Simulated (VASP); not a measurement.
# MoI3 (Pm-3m) in VASP: single point with PBEsol

Aim: the single point of MoI3 with PBEsol.

Program: VASP 6.6.1. These are calculated values, not measurements. Logs are shortened: lines on timing, memory, paths and dates and some standing lists are left out, and cuts for length are marked.

## 1. The cell of the first run

It takes space group Pm-3m (No. 221, cubic). The conventional cell has a = 5.605 Å, b = 5.605 Å, c = 5.605 Å, α = 90.00°, β = 90.00°, γ = 90.00°. Within 3.7 Å of Mo (site symmetry m-3m) lie 6 I at 2.80 Å. I (site symmetry 4/mmm) has 2 Mo at 2.80 Å within 3.7 Å.

## 2. Single point, PBEsol, collinear spin (44.01 Å³/atom)

Input file INCAR:

```
ALGO     = Normal         # electronic algorithm
EDIFF    = 1E-6           # SCF threshold, eV
ENCUT    = 520            # plane-wave cutoff, eV
GGA      = PS             # functional
ISIF     = 2              # what is computed and relaxed
ISMEAR   = 0              # smearing method
ISPIN    = 2              # spin polarisation
LASPH    = True           # aspherical terms in the spheres
LCHARG   = False          # write CHGCAR
LMAXMIX  = 4              # l up to which the mixer works
LORBIT   = 11             # projections on sites
LREAL    = False          # projectors in reciprocal space
LWAVE    = False          # write WAVECAR
MAGMOM   = 2.37 0 0 0     # initial moments
NBANDS   = 30             # bands
NELM     = 150            # most SCF steps
PREC     = Accurate       # precision mode
SIGMA    = 0.05           # smearing width, eV
```

Input file KPOINTS:

```
k-points
0
Gamma
  6 6 6
```

Input file POSCAR:

```
MoI3
1.0
    5.6046795540      0.0000000000      0.0000000000
    0.0000000000      5.6046795540      0.0000000000
    0.0000000000      0.0000000000      5.6046795540
Mo I
1 3
Direct
    0.0000000000      0.0000000000      0.0000000000
    0.5000000000      0.0000000000      0.0000000000
    0.0000000000      0.0000000000      0.5000000000
    0.0000000000      0.5000000000      0.0000000000
```

Potentials or basis: VASP PAW PBE potentials, release 64 (Mo_sv, I).

Started as:

```console
> cat potpaw_PBE.64/Mo_sv/POTCAR potpaw_PBE.64/I/POTCAR > POTCAR
> mpirun -np 1 vasp_std > vasp.out
```

OUTCAR:

```text
EDIFF = 1E-6
   ENCUT = 520
   GGA = PS
   ISIF = 2
   ISMEAR = 0
   ISPIN = 2
   LASPH = True
   LORBIT = 11
   LREAL = False
   NELM = 150
   PREC = Accurate

 ion  position               nearest neighbor table
   1  0.000  0.000  0.000-   2 2.80   3 2.80   4 2.80   3 2.80   4 2.80   2 2.80
   2  0.500  0.000  0.000-   1 2.80   1 2.80
   3  0.000  0.000  0.500-   1 2.80   1 2.80
   4  0.000  0.500  0.000-   1 2.80   1 2.80

  LATTYP: Found a simple cubic cell.
 ALAT       =     5.6046795540

  Lattice vectors:

 A1 = (   5.6046795540,   0.0000000000,   0.0000000000)
 A2 = (   0.0000000000,   5.6046795540,   0.0000000000)
 A3 = (   0.0000000000,   0.0000000000,   5.6046795540)

Analysis of symmetry for initial positions (statically):
=====================================================================
 Subroutine PRICEL returns:
 Original cell was already a primitive cell.

 Routine SETGRP: Setting up the symmetry group for a
 simple cubic supercell.

 Subroutine GETGRP returns: Found 48 space group operations
 (whereof 48 operations were pure point group operations)
 out of a pool of 48 trial point group operations.

The static configuration has the point symmetry O_h .

Analysis of symmetry for dynamics (positions and initial velocities):
=====================================================================
 Subroutine PRICEL returns:
 Original cell was already a primitive cell.

 Routine SETGRP: Setting up the symmetry group for a
 simple cubic supercell.

 Subroutine GETGRP returns: Found 48 space group operations
 (whereof 48 operations were pure point group operations)
 out of a pool of 48 trial point group operations.

The dynamic configuration has the point symmetry O_h .

Analysis of structural, dynamic, and magnetic symmetry:
=====================================================================
 Subroutine PRICEL returns:
 Original cell was already a primitive cell.

 Routine SETGRP: Setting up the symmetry group for a
 simple cubic supercell.

 Subroutine GETGRP returns: Found 48 space group operations
 (whereof 48 operations were pure point group operations)
 out of a pool of 48 trial point group operations.

The overall configuration has the point symmetry O_h .

 Subroutine INISYM returns: Found 48 space group operations
 (whereof 48 operations are pure point group operations),
 and found     1 'primitive' translations

----------------------------------------------------------------------------------------

                                     Primitive cell

  volume of cell :     176.0566

  direct lattice vectors                    reciprocal lattice vectors
     5.604679554  0.000000000  0.000000000     0.178422333  0.000000000  0.000000000
     0.000000000  5.604679554  0.000000000     0.000000000  0.178422333  0.000000000
     0.000000000  0.000000000  5.604679554     0.000000000  0.000000000  0.178422333

  length of vectors
     5.604679554  5.604679554  5.604679554     0.178422333  0.178422333  0.178422333

  position of ions in fractional coordinates (direct lattice)
     0.000000000  0.000000000  0.000000000
     0.500000000  0.000000000  0.000000000
     0.000000000  0.000000000  0.500000000
     0.000000000  0.500000000  0.000000000

  ion indices of the primitive-cell ions
   primitive index   ion index
                 1           1
                 2           2
                 3           3
                 4           4

----------------------------------------------------------------------------------------

 KPOINTS: k-points

Automatic generation of k-mesh.
 Grid dimensions read from file:
 generate k-points for:    6    6    6

 Generating k-lattice:

  Cartesian coordinates                     Fractional coordinates (reciprocal lattice)
     0.029737055  0.000000000  0.000000000     0.166666667  0.000000000  0.000000000
     0.000000000  0.029737055  0.000000000     0.000000000  0.166666667  0.000000000
     0.000000000  0.000000000  0.029737055     0.000000000  0.000000000  0.166666667

  Length of vectors
     0.029737055  0.029737055  0.029737055

  Shift w.r.t. Gamma in fractional coordinates (k-lattice)
     0.000000000  0.000000000  0.000000000

 Subroutine IBZKPT returns following result:
 ===========================================

 Found     20 irreducible k-points:

 Following reciprocal coordinates:
            Coordinates               Weight
  0.000000  0.000000  0.000000      1.000000
  0.166667  0.000000  0.000000      6.000000
  0.333333  0.000000  0.000000      6.000000
  0.500000  0.000000  0.000000      3.000000
  0.166667  0.166667  0.000000     12.000000
  0.333333  0.166667  0.000000     24.000000
[... 12 lines left out ...]
  0.500000  0.500000  0.333333      6.000000
  0.500000  0.500000  0.500000      1.000000
   k-points           NKPTS =     20   k-points in BZ     NKDIM =     20   number of bands    NBANDS=     30
   number of dos      NEDOS =    301   number of ions     NIONS =      4
   total plane-waves  NPLWV =  74088
   dimension x,y,z NGX =    42 NGY =   42 NGZ =   42
   dimension x,y,z NGXF=    84 NGYF=   84 NGZF=   84
   ions per type =               1   3
   NGX,Y,Z   is equivalent  to a cutoff of  12.46, 12.46, 12.46 a.u.
   NGXF,Y,Z  is equivalent  to a cutoff of  24.92, 24.92, 24.92 a.u.
 SYSTEM =  unknown system
   PREC   = accura    normal or accurate (medium, high low for compatibility)
   ISTART =      0    job   : 0-new  1-cont  2-samecut
   ICHARG =      2    charge: 1-file 2-atom 10-const
   ISPIN  =      2    spin polarized calculation?
   LNONCOLLINEAR =      F non collinear calculations
   LSORBIT =      F    spin-orbit coupling
   LASPH  =      T    aspherical Exc in radial PAW
   ENCUT  =  520.0 eV  38.22 Ry    6.18 a.u.  10.42 10.42 10.42*2*pi/ulx,y,z
   NELM   =    150;   NELMIN=  2; NELMDL= -5     # of ELM steps
   EDIFF  = 0.1E-05   stopping-criterion for ELM
   LREAL  =      F    real-space projection
   EDIFFG = 0.1E-04   stopping-criterion for IOM
   NSW    =      0    number of steps for IOM
   IBRION =     -1    ionic relax: 0-MD 1-quasi-New 2-CG
   NFREE  =      0    steps in history (QN), initial steepest desc. (CG)
   ISIF   =      2    stress and relaxation
   ISYM   =      2    0-nonsym 1-usesym 2-fastsym
   POTIM  = 0.5000    time-step for ionic-motion
   TEBEG  =    0.0;   TEEND  =   0.0 temperature during run
   PSTRESS=    0.0 pullay stress
   NELECT =      35.0000    total number of electrons
   NUPDOWN=      -1.0000    fix difference up-down
   EMIN   =  10.00;   EMAX   =-10.00  energy-range for DOS
   EFERMI =   0.00;   METHOD = LEGACY
   ISMEAR =     0;   SIGMA  =   0.05  broadening in eV -4-tet -1-fermi 0-gaus
   EFERMI_NEDOS =   21; number of points for ismear=-14 and -15
   IALGO  =     38    algorithm
   IMIX   =      4    mixing-type and parameters
     AMIX     =   0.40;   BMIX     =  1.00
     AMIX_MAG =   1.60;   BMIX_MAG =  1.00
  volume/ion in A,a.u.               =      44.01       297.02
  Fermi-wavevector in a.u.,A,eV,Ry     =   0.955462  1.805561 12.420861  0.912908
  Thomas-Fermi vector in A             =   2.084302
   LORBIT       =     11    0 simple, 1 ext, 2 COOP (PROOUT), +10 PAW based schemes
   GGA     = PS    functional components
   LHFCALC =     F    Hartree Fock is set to
   AEXX    =    0.0000 exact exchange contribution
   IVDW    =     0    specifies the selected vdW correction
   LEPSILON=     F    determine dielectric tensor
   LRPA    =     F    only Hartree local field effects (RPA)
 spin polarized calculation
 Gauss-broadening in eV      SIGMA  =   0.05
  energy-cutoff  :      520.00
  volume of cell :      176.06
 maximum number of plane-waves:      4780
 NGX is ok and might be reduce to    42
   NGX = 21   NGY = 21   NGZ = 21

 number of electron      35.0000008 magnetization       2.9999453

 Free energy of the ion-electron system (eV)
  ---------------------------------------------------
  ext. energy  EPLUGINS =         0.00000000
  ---------------------------------------------------
  free energy    TOTEN  =       -15.97734145 eV

  energy without entropy =      -15.96644160  energy(sigma->0) =      -15.97189152

 E-fermi :   2.1075     XC(G=0):  -7.5777

 val. band max:        2.1035069190   @ k =   0.5000   0.1667   0.0000
 cond. band min:       2.1094146862   @ k =   0.5000   0.1667   0.1667
 fundamental gap:      0.0059077672
 Fermi energy:         2.1074925487

 spin component 1

 k-point     1 :       0.0000    0.0000    0.0000
  band No.  band energies     occupation
      1     -59.7258      1.00000
      2     -33.9134      1.00000
      3     -33.9134      1.00000
      4     -33.9134      1.00000
      5     -10.9712      1.00000
      6     -10.1110      1.00000
[... 607 lines left out ...]
      6     -10.1868      1.00000
[... 21 lines left out ...]
     28      10.0823      0.00000
     29      10.8998      0.00000
 Fermi energy:         2.1074925487

 spin component 2

 k-point     1 :       0.0000    0.0000    0.0000
  band No.  band energies     occupation
      1     -58.1650      1.00000
      2     -32.2027      1.00000
      3     -32.2027      1.00000
      4     -32.2027      1.00000
      5     -10.8777      1.00000
      6     -10.0331      1.00000
[... 607 lines left out ...]
      6     -10.1280      1.00000
[... 21 lines left out ...]
     28      10.2092      0.00000
     29      11.1508      0.00000
 [bands above 29 left out]

------------------------ aborting loop because EDIFF is reached ----------------------------------------

  FORCE on cell =-STRESS in cart. coord.  units (eV):
  Direction    XX          YY          ZZ          XY          YZ          ZX
  --------------------------------------------------------------------------------------
  -------------------------------------------------------------------------------------
  Total       -1.0643280     -1.0643280     -1.0643280      0.0000000     -0.0000000      0.0000000
  in kB       -9.6857597     -9.6857597     -9.6857597      0.0000000     -0.0000000      0.0000000
  external PRESSURE =      -9.6857597 kB  Pullay stress =       0.0000000 kB

 VOLUME and BASIS-vectors are now :
 -----------------------------------------------------------------------------
  energy-cutoff  :      520.00
  volume of cell :      176.06
      direct lattice vectors                 reciprocal lattice vectors
     5.604679554  0.000000000  0.000000000     0.178422333  0.000000000  0.000000000
     0.000000000  5.604679554  0.000000000     0.000000000  0.178422333  0.000000000
     0.000000000  0.000000000  5.604679554     0.000000000  0.000000000  0.178422333

 POSITION                                       TOTAL-FORCE (eV/Angst)
 -----------------------------------------------------------------------------------
      0.00000      0.00000      0.00000         0.000000      0.000000      0.000000
      2.80234      0.00000      0.00000         0.000000      0.000000      0.000000
      0.00000      0.00000      2.80234         0.000000      0.000000      0.000000
      0.00000      2.80234      0.00000         0.000000      0.000000      0.000000
 -----------------------------------------------------------------------------------
    total drift:                               -0.000000     -0.000000     -0.000000

  FREE ENERGIE OF THE ION-ELECTRON SYSTEM (eV)
  ---------------------------------------------------
  free  energy   TOTEN  =       -15.9773414472 eV

  energy  without entropy=      -15.9664415957  energy(sigma->0) =      -15.97189152

 total charge

# of ion       s       p       d       tot
------------------------------------------
    1        2.214   6.080   3.835  12.130
    2        1.503   2.762   0.025   4.290
    3        1.503   2.762   0.025   4.290
    4        1.503   2.762   0.025   4.290
--------------------------------------------------
tot          6.723  14.367   3.911  25.001

 magnetization (x)

# of ion       s       p       d       tot
------------------------------------------
    1        0.035   0.016   2.368   2.418
    2        0.006   0.020   0.012   0.038
    3        0.006   0.020   0.012   0.038
    4        0.006   0.020   0.012   0.038
--------------------------------------------------
tot          0.053   0.076   2.403   2.532
```

It took 2.5 min on 1 thread of Intel Xeon Platinum 8488C (Sapphire Rapids), shared host; peak memory 0.39 GiB.

What came out:

* Free energy: -15.9773 eV
* Pressure: -1.0 GPa
* Band gap on the k mesh: zero (filled and empty bands overlap)
* Net moment: 3.00 μB per cell
* Site moments: Mo +2.42; I +0.04 μB
* Valence electrons inside the program's atomic spheres: Mo 12.13; I 4.29

Levels at points of the mesh, in eV from the Fermi level:
Spin up:
| k point | band 16 | band 17 | band 18 | band 19 | band 20 | band 21 | band 22 | band 23 |
| --- | --- | --- | --- | --- | --- | --- | --- | --- |
| (0.00, 0.00, 0.00) | -1.45 | -1.06 | -1.06 | -1.06 | -0.61 | -0.61 | 2.03 | 4.24 |
| (0.50, 0.00, 0.00) | -1.20 | -1.20 | -0.61 | 0.03 | 0.03 | 0.46 | 5.43 | 5.90 |
| (0.50, 0.50, 0.00) | -0.45 | -0.20 | 0.00 | 0.03 | 0.03 | 3.69 | 5.79 | 5.79 |
| (0.50, 0.50, 0.50) | -0.44 | 0.02 | 0.02 | 0.02 | 3.71 | 3.71 | 4.42 | 4.85 |
Spin down:
```tsv
k point	band 13	band 14	band 15	band 16	band 17	band 18	band 19	band 20
(0.00, 0.00, 0.00)	-1.36	-0.98	-0.98	-0.98	0.10	0.10	0.10	0.72
(0.50, 0.00, 0.00)	-2.22	-1.57	-1.12	-1.12	0.12	0.73	1.46	1.46
(0.50, 0.50, 0.00)	-2.33	-1.89	-1.89	-0.35	1.07	1.46	1.46	1.67
(0.50, 0.50, 0.50)	-3.46	-0.35	-0.35	-0.35	1.69	1.69	1.69	4.49
```

Caveat: the PAW data sets were made with another functional, which shifts forces and pressure a little; spin-orbit coupling is left out, which moves the levels of the heavy elements.
